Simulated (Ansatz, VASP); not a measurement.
ZnCu: VASP beside Ansatz

```
CELL_PARAMETERS angstrom
1.29948 -4.94852 0.00000
1.29948 4.94852 0.00000
0.00000 0.00000 4.11315
ATOMIC_POSITIONS crystal
Zn 0.33123 0.66877 0.75000
Zn 0.66877 0.33123 0.25000
Cu 0.07012 0.92988 0.75000
Cu 0.92988 0.07012 0.25000
```

Alike in both runs: functional PBE; k mesh 6 × 6 × 6; occupations gaussian, width 0.1 eV; no spin polarisation.

Ansatz relaxed the structure, and its values are those at the end. VASP's run is a single point on that final structure, the one shown.

|  | VASP | Ansatz |
| --- | --- | --- |
| version | VASP 6.6.1 | Ansatz 0.2.0 |
| potentials or method | VASP PAW PBE potentials, release 64 (Zn, Cu), cutoff 520 eV | scalar-relativistic, plane waves, PAW |
| valence electrons in the cell | 46 | 62 |

|  | VASP | Ansatz | Ansatz less VASP |
| --- | --- | --- | --- |
| gap on the k mesh at the Fermi level (eV) | none | none | - |
| pressure (GPa) | 0.5 | 0.0 | -0.45 |
| rms of the force components (eV/Å) | 0.005 | 0.000 | -0.0049 |

A gap of «none» marks a metal or a gap that the smearing closes. VASP's potentials hold 46 valence electrons a cell and Ansatz's 62, so a difference there can come from the potentials and not from the codes.

The k mesh is coarse, so the values compare programs but aren't converged.
